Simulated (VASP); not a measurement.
# Si8GeO16 (a cell with a defect) in VASP: relaxation of the atoms with PBE+D3(BJ)

Aim: the relaxation of the atoms of Si8GeO16 (a cell with a defect) with PBE+D3(BJ).

All numbers are computed with VASP 6.6.1; they aren't measurements. Logs are shortened: lines on timing, memory, paths and dates and some standing lists are left out, and cuts for length are marked.

### 1 The cell of the first run

The cell holds a defect, 25 atoms: a = 5.903 Å, b = 5.903 Å, c = 5.333 Å, α = 90.00°, β = 90.00°, γ = 90.00°.

### 2 Relaxation of the atoms, PBE+D3(BJ)

The input, INCAR:

```
PREC = Accurate ; ENCUT = 520
EDIFF = 1E-6 ; ISMEAR = -1
SIGMA = 0.05 ; LREAL = Auto
LASPH = True ; NELM = 100
ALGO = Normal ; ISIF = 2
LWAVE = False ; LCHARG = False
GGA = PE ; IVDW = 12
IBRION = 2 ; NSW = 80
EDIFFG = -0.03
```

The input, KPOINTS:

```
regular mesh
0
Gamma
  2 2 2
```

The input, POSCAR:

```
Si8GeO16
1.0
   -4.1738000000     -4.1738000000      0.0000000000
    4.1738000000     -4.1738000000      0.0000000000
    0.0000000000      0.0000000000      5.3326000000
Si O Ge
8 16 1
Direct
    0.5000000000      0.5000000000      0.0000000000
    0.0000000000      0.5000000000      0.2500000000
    0.5000000000      0.5000000000      0.5000000000
    0.0000000000      0.5000000000      0.7500000000
    0.0000000000      0.0000000000      0.0000000000
    0.5000000000      0.0000000000      0.2500000000
    0.0000000000      0.0000000000      0.5000000000
    0.5000000000      0.0000000000      0.7500000000
    0.1933000000      0.5000000000      0.0000000000
    0.0000000000      0.1933000000      0.2500000000
    0.8067000000      0.5000000000      0.0000000000
    0.0000000000      0.8067000000      0.2500000000
    0.1933000000      0.5000000000      0.5000000000
    0.0000000000      0.1933000000      0.7500000000
    0.8067000000      0.5000000000      0.5000000000
    0.0000000000      0.8067000000      0.7500000000
    0.6933000000      0.0000000000      0.0000000000
    0.5000000000      0.6933000000      0.2500000000
    0.3067000000      0.0000000000      0.0000000000
    0.5000000000      0.3067000000      0.2500000000
    0.6933000000      0.0000000000      0.5000000000
    0.5000000000      0.6933000000      0.7500000000
    0.3067000000      0.0000000000      0.5000000000
    0.5000000000      0.3067000000      0.7500000000
    0.7518079800      0.2528777800      0.6230554300
```

Potentials or basis: VASP PAW PBE potentials, release 64 (Si, O, Ge_d).

Run with:

```sh
$ cat potpaw_PBE.64/Si/POTCAR potpaw_PBE.64/O/POTCAR potpaw_PBE.64/Ge_d/POTCAR > POTCAR
$ mpirun -np 1 vasp_std > vasp.out
```

OUTCAR:

```text
PREC = Accurate
   ENCUT = 520
   EDIFF = 1E-6
   ISMEAR = -1
   LREAL = Auto
   LASPH = True
   NELM = 100
   ISIF = 2
   GGA = PE
   IVDW = 12
   IBRION = 2
   NSW = 80
   EDIFFG = -0.03
 IVDW          = 12

 ion  position               nearest neighbor table
   1  0.500  0.500  0.000-  18 1.75  20 1.75  22 1.75  24 1.75   9 1.81  11 1.81   3 2.67   3 2.67
                            25 2.89
   2  0.000  0.500  0.250-   9 1.75  11 1.75  13 1.75  15 1.75  10 1.81  12 1.81   4 2.67   4 2.67
                            25 2.87
   3  0.500  0.500  0.500-  18 1.75  20 1.75  22 1.75  24 1.75  13 1.81  15 1.81  25 2.18   1 2.67
                             1 2.67
   4  0.000  0.500  0.750-   9 1.75  11 1.75  13 1.75  15 1.75  14 1.81  16 1.81  25 2.18   2 2.67
                             2 2.67
   5  0.000  0.000  0.000-  10 1.75  12 1.75  14 1.75  16 1.75  17 1.81  19 1.81   7 2.67   7 2.67
                            25 2.90
   6  0.500  0.000  0.250-  17 1.75  19 1.75  21 1.75  23 1.75  18 1.81  20 1.81   8 2.67   8 2.67
                            25 2.90
   7  0.000  0.000  0.500-  10 1.75  12 1.75  14 1.75  16 1.75  21 1.81  23 1.81  25 2.19   5 2.67
                             5 2.67
   8  0.500  0.000  0.750-  17 1.75  19 1.75  21 1.75  23 1.75  22 1.81  24 1.81  25 2.21   6 2.67
                             6 2.67
   9  0.193  0.500  0.000-   2 1.75   4 1.75   1 1.81
  10  0.000  0.193  0.250-   5 1.75   7 1.75   2 1.81
  11  0.807  0.500  0.000-   2 1.75   4 1.75   1 1.81
  12  0.000  0.807  0.250-   5 1.75   7 1.75   2 1.81
  13  0.193  0.500  0.500-   2 1.75   4 1.75   3 1.81
  14  0.000  0.193  0.750-  25 1.65   7 1.75   5 1.75   4 1.81
  15  0.807  0.500  0.500-  25 1.63   4 1.75   2 1.75   3 1.81
  16  0.000  0.807  0.750-   5 1.75   7 1.75   4 1.81
  17  0.693  0.000  0.000-   6 1.75   8 1.75   5 1.81
  18  0.500  0.693  0.250-   1 1.75   3 1.75   6 1.81
  19  0.307  0.000  0.000-   6 1.75   8 1.75   5 1.81
  20  0.500  0.307  0.250-   1 1.75   3 1.75   6 1.81
  21  0.693  0.000  0.500-  25 1.67   8 1.75   6 1.75   7 1.81
  22  0.500  0.693  0.750-   1 1.75   3 1.75   8 1.81
  23  0.307  0.000  0.500-   6 1.75   8 1.75   7 1.81
  24  0.500  0.307  0.750-  25 1.66   3 1.75   1 1.75   8 1.81
  25  0.752  0.253  0.623-  15 1.63  14 1.65  24 1.66  21 1.67   4 2.18   3 2.18   7 2.19   8 2.21
                             2 2.87   1 2.89   6 2.90   5 2.90

  LATTYP: Found a simple tetragonal cell.
 ALAT       =     5.9026445666
 C/A-ratio  =     0.9034255646

  Lattice vectors:

 A1 = (  -4.1738000000,  -4.1738000000,   0.0000000000)
 A2 = (   4.1738000000,  -4.1738000000,   0.0000000000)
 A3 = (   0.0000000000,   0.0000000000,   5.3326000000)

Analysis of symmetry for initial positions (statically):
=====================================================================
 Subroutine PRICEL returns:
 Original cell was already a primitive cell.

 Routine SETGRP: Setting up the symmetry group for a
 simple tetragonal supercell.

 Subroutine GETGRP returns: Found  1 space group operations
 (whereof  1 operations were pure point group operations)
 out of a pool of 16 trial point group operations.

[... 147 lines left out ...]
   IBRION =      2    ionic relax: 0-MD 1-quasi-New 2-CG
   NFREE  =      1    steps in history (QN), initial steepest desc. (CG)
   ISIF   =      2    stress and relaxation
   ISYM   =      2    0-nonsym 1-usesym 2-fastsym
   POTIM  = 0.5000    time-step for ionic-motion
   TEBEG  =    0.0;   TEEND  =   0.0 temperature during run
   PSTRESS=    0.0 pullay stress
   NELECT =     142.0000    total number of electrons
   NUPDOWN=      -1.0000    fix difference up-down
   EMIN   =  10.00;   EMAX   =-10.00  energy-range for DOS
   EFERMI =   0.00;   METHOD = LEGACY
   ISMEAR =    -1;   SIGMA  =   0.05  broadening in eV -4-tet -1-fermi 0-gaus
   EFERMI_NEDOS =   21; number of points for ismear=-14 and -15
   IALGO  =     38    algorithm
   IMIX   =      4    mixing-type and parameters
     AMIX     =   0.40;   BMIX     =  1.00
     AMIX_MAG =   1.60;   BMIX_MAG =  1.00
  volume/ion in A,a.u.               =       7.43        50.15
  Fermi-wavevector in a.u.,A,eV,Ry     =   1.496788  2.828519 30.482128  2.240373
  Thomas-Fermi vector in A             =   2.608759
   LORBIT       =      0    0 simple, 1 ext, 2 COOP (PROOUT), +10 PAW based schemes
   GGA     = PE    functional components
   LHFCALC =     F    Hartree Fock is set to
   AEXX    =    0.0000 exact exchange contribution
   IVDW    =    12    specifies the selected vdW correction
   LEPSILON=     F    determine dielectric tensor
   LRPA    =     F    only Hartree local field effects (RPA)
 conjugate gradient relaxation of ions
 non-spin polarized calculation
  energy-cutoff  :      520.00
  volume of cell :      185.79
 maximum number of plane-waves:      5016
 NGX is ok and might be reduce to    48
   NGX = 21   NGY = 21   NGZ = 19

--------------------------------------- Ionic step        1  -------------------------------------------

 number of electron     141.9999949 magnetization

 Free energy of the ion-electron system (eV)
  ---------------------------------------------------
  ext. energy  EPLUGINS =         0.00000000
  ---------------------------------------------------
  free energy    TOTEN  =      -158.28377128 eV

  energy without entropy =     -158.26324052  energy(sigma->0) =     -158.27350590

------------------------ aborting loop because EDIFF is reached ----------------------------------------

 Edisp (eV)   -6.73101

 E8    (eV) :    -2.3610
[... 174 lines left out ...]
  FREE ENERGIE OF THE ION-ELECTRON SYSTEM (eV)
  ---------------------------------------------------
  free  energy   TOTEN  =      -175.8697672829 eV

  energy  without entropy=     -175.8147840308  energy(sigma->0) =     -175.84227566

[... ionic steps 4 to 47 ...]

--------------------------------------- Ionic step       48  -------------------------------------------

 number of electron     141.9999979 magnetization

------------------------ aborting loop because EDIFF is reached ----------------------------------------
[... 121 lines left out ...]
--------------------------------------- Ionic step       50  -------------------------------------------

 number of electron     141.9999979 magnetization

 Free energy of the ion-electron system (eV)
  ---------------------------------------------------
  ext. energy  EPLUGINS =         0.00000000
  ---------------------------------------------------
  free energy    TOTEN  =      -172.37132753 eV

  energy without entropy =     -172.37132749  energy(sigma->0) =     -172.37132751

 E-fermi :  13.3856     XC(G=0): -12.7378

 val. band max:       12.5567825525   @ k =   0.5000   0.0000   0.5000
 cond. band min:      14.2133479551   @ k =   0.5000   0.0000   0.0000
 fundamental gap:      1.6565654026
 Fermi energy:        13.3855805333

 k-point     1 :       0.0000    0.0000    0.0000
  band No.  band energies     occupation
      1     -13.8295      2.00000
      2     -13.1030      2.00000
      3     -12.9591      2.00000
      4     -12.7004      2.00000
      5     -12.6786      2.00000
      6     -12.6351      2.00000
[... 677 lines left out ...]
     82      18.9123      0.00000
     83      19.1804      0.00000
 [bands above 83 left out]

------------------------ aborting loop because EDIFF is reached ----------------------------------------

 Edisp (eV)   -6.73751

 E8    (eV) :    -2.3642
[... 48 lines left out ...]
  FREE ENERGIE OF THE ION-ELECTRON SYSTEM (eV)
  ---------------------------------------------------
  free  energy   TOTEN  =      -179.1088335156 eV

  energy  without entropy=     -179.1088334733  energy(sigma->0) =     -179.10883349

 reached required accuracy - stopping structural energy minimisation
```

Run time: 1.7 h. Hardware: 1 thread of Intel Xeon Platinum 8488C (Sapphire Rapids), shared host; peak memory 0.39 GiB.

Results:

```
Free energy                  : -179.1088 eV
Energy gained by relaxing    : 563.8 meV/atom
Ionic steps                  : 50
Pressure after relaxing      : 46.7 GPa
Largest force after relaxing : 0.029 eV/Å
Band gap on the k mesh       : 1.66 eV
Dispersion energy per atom   : -0.270 eV
```

Forces on the atoms (eV/Å):
```
Si   0.002  0.017 -0.005
Si  -0.008  0.000 -0.005
Si   0.028  0.003 -0.010
Si  -0.002 -0.008  0.004
Si   0.000  0.011  0.002
Si  -0.005 -0.007  0.014
Si   0.000 -0.003 -0.004
Si  -0.004 -0.001 -0.002
O   -0.004  0.008  0.000
O   -0.015  0.009  0.008
O    0.003 -0.001  0.002
O    0.010 -0.010 -0.007
O   -0.007 -0.004 -0.004
O   -0.005 -0.001  0.013
O    0.001  0.006 -0.007
O   -0.001 -0.006  0.002
O   -0.002 -0.004  0.004
O    0.010 -0.005  0.000
O    0.003  0.015 -0.004
O    0.001 -0.004  0.001
O    0.007 -0.002 -0.004
O    0.012 -0.006 -0.005
O   -0.002 -0.014  0.017
O   -0.008 -0.004 -0.003
Ge  -0.014  0.012 -0.008
```

Stress tensor (GPa, compression positive):
```
43.18  2.17 -8.05
 2.17 48.53  6.21
-8.05  6.21 48.35
```

Step by step:
| step | energy change (eV) | largest force (eV/Å) | pressure (GPa) |
| --- | --- | --- | --- |
| 1 | 0.0000 | 14.1243 | 68.63 |
| 3 | -10.8550 | 3.1910 | 51.23 |
| 5 | -11.7610 | 1.5898 | 48.32 |
| 7 | -12.0474 | 1.1500 | 46.56 |
| 9 | -12.3251 | 1.0743 | 45.17 |
| 11 | -12.5770 | 1.1664 | 45.43 |
| 13 | -12.7296 | 1.4555 | 45.47 |
| 15 | -13.0026 | 1.1610 | 45.58 |
| 17 | -13.2175 | 1.3317 | 47.02 |
| 19 | -13.4735 | 1.6735 | 48.52 |
| 21 | -13.6338 | 1.2055 | 47.88 |
| 23 | -13.8738 | 0.7363 | 47.64 |
| 25 | -13.9834 | 0.4899 | 47.10 |
| 27 | -14.0312 | 0.3689 | 46.85 |
| 29 | -14.0624 | 0.2591 | 46.73 |
| 31 | -14.0770 | 0.1613 | 46.66 |
| 33 | -14.0852 | 0.1445 | 46.65 |
| 35 | -14.0882 | 0.1088 | 46.65 |
| 37 | -14.0903 | 0.0872 | 46.65 |
| 39 | -14.0916 | 0.0545 | 46.65 |
| 41 | -14.0925 | 0.0513 | 46.65 |
| 43 | -14.0933 | 0.0401 | 46.67 |
| 45 | -14.0937 | 0.0505 | 46.68 |
| 47 | -14.0939 | 0.0393 | 46.69 |
| 49 | -14.0940 | 0.0339 | 46.69 |
| 50 | -14.0940 | 0.0293 | 46.69 |

Final structure:
```cif
data_structure
_symmetry_space_group_name_H-M 'P 1'
_symmetry_Int_Tables_number 1
_cell_length_a 5.9026
_cell_length_b 5.9026
_cell_length_c 5.3326
_cell_angle_alpha 90.000
_cell_angle_beta 90.000
_cell_angle_gamma 90.000
_cell_volume 185.79
loop_
_atom_site_label
_atom_site_type_symbol
_atom_site_fract_x
_atom_site_fract_y
_atom_site_fract_z
_atom_site_occupancy
Si1 Si 0.48769 0.48099 0.99825 1
Si2 Si 0.99732 0.52562 0.24302 1
Si3 Si 0.45873 0.51232 0.47309 1
Si4 Si 0.99485 0.51674 0.75158 1
Si5 Si 0.01518 0.00399 0.00713 1
Si6 Si 0.50265 0.99074 0.24536 1
Si7 Si 0.03172 0.98718 0.50947 1
Si8 Si 0.49529 0.97030 0.76805 1
O1 O 0.18445 0.50372 0.99840 1
O2 O 0.99777 0.20269 0.26548 1
O3 O 0.79464 0.50455 0.01304 1
O4 O 0.03304 0.82256 0.24391 1
O5 O 0.18470 0.50004 0.50030 1
O6 O 0.06098 0.16927 0.76321 1
O7 O 0.82368 0.61737 0.46252 1
O8 O 0.01118 0.80410 0.76363 1
O9 O 0.70681 0.98563 0.00578 1
O10 O 0.48602 0.68721 0.23534 1
O11 O 0.31267 0.96409 0.01009 1
O12 O 0.45650 0.28412 0.22707 1
O13 O 0.70053 0.99072 0.50652 1
O14 O 0.49355 0.67617 0.75093 1
O15 O 0.32254 0.97761 0.50244 1
O16 O 0.46752 0.26185 0.79778 1
Ge1 Ge 0.73180 0.31330 0.58066 1
```

Levels at points of the mesh, in eV from the valence-band top:
```tsv
k point	band 68	band 69	band 70	band 71	band 72	band 73	band 74	band 75
(0.00, 0.00, 0.00)	-3.95	-3.55	-1.70	-0.75	1.73	2.47	3.17	3.48
(0.50, 0.00, 0.00)	-4.29	-4.13	-1.47	-0.56	1.66	2.96	3.59	3.95
(0.00, 0.50, 0.00)	-4.41	-3.99	-1.18	-0.73	1.73	2.94	3.14	3.77
(0.50, 0.50, 0.00)	-4.34	-3.73	-1.28	-0.49	2.00	3.32	3.89	4.23
(0.00, 0.00, 0.50)	-4.27	-3.91	-1.42	-0.07	1.90	3.42	3.89	4.15
(0.50, 0.00, 0.50)	-4.13	-3.83	-1.34	0.00	1.95	3.87	4.15	4.30
(0.00, 0.50, 0.50)	-4.36	-3.82	-1.12	-0.14	2.15	3.43	4.01	4.67
(0.50, 0.50, 0.50)	-4.32	-4.16	-0.91	-0.09	2.16	3.81	4.53	5.15
```

Caveat: the k points lie up to 0.59 Å⁻¹ apart.
